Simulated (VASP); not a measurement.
Write the native input for VASP 6.6.1 that does the following.

```
Task                   : single point
Functional             : PBE
Potentials or basis    : VASP PAW PBE potentials, release 64 (In_d, P)
Cutoff                 : 520 eV
k mesh                 : 14 × 14 × 14
Occupations            : gaussian, width 0.15 eV
Spin                   : no spin polarisation
Dipole correction      : no
Further INCAR settings : ALGO = Normal; EDIFF = 1e-07; NBANDS = 16
```

The structure of InP lies in POSCAR:

```
InP
1.0
    0.0000000000      2.7701982124      2.7701982124
    2.7056525941      0.0000000000      2.7701982124
    2.7056525941      2.7701982124      0.0000000000
In P
1 1
Direct
   -0.0136966031      0.0136966031      0.0136966031
    0.5507725402      0.4492274598      0.4492274598
```

This cell differs from its parent crystal: mode 4 frozen in at -0.281 Å, normal strain along x -0.0233.

The input as run:

INCAR

```
PREC = Accurate ; ENCUT = 520
EDIFF = 1E-7 ; ISMEAR = 0
SIGMA = 0.15 ; LREAL = F
LASPH = T ; NELM = 100
ALGO = Normal ; ISIF = 2
LWAVE = F ; LCHARG = T
GGA = PE ; LELF = T
LVHAR = T ; NBANDS = 16
```

KPOINTS

```
regular mesh
0
Gamma
  14 14 14
```

Potentials or basis: VASP PAW PBE potentials, release 64 (In_d, P).

The run is started by

```bash
$ cat potpaw_PBE.64/In_d/POTCAR potpaw_PBE.64/P/POTCAR > POTCAR
$ mpirun -np 1 vasp_std > vasp.out
```

Results of the run:

* Pressure: 6.7 GPa
* Largest force: 2.123 eV/Å
* Band gap on the k mesh: zero (band 9 reaches 7.59 eV, above the bottom of band 10 at 5.19 eV)

Caveat: the cell differs from its parent crystal (mode 4 frozen in at -0.281 Å, normal strain along x -0.0233); spin-orbit coupling is left out, which moves the levels of the heavy elements; forces of over 1 eV/Å act on the atoms, so gaps and moduli don't describe the material at rest.

It took 2.1 min on 1 thread of Intel(R) Xeon(R) 6975P-C (Granite Rapids) (shared host), peak memory 0.29 GiB.
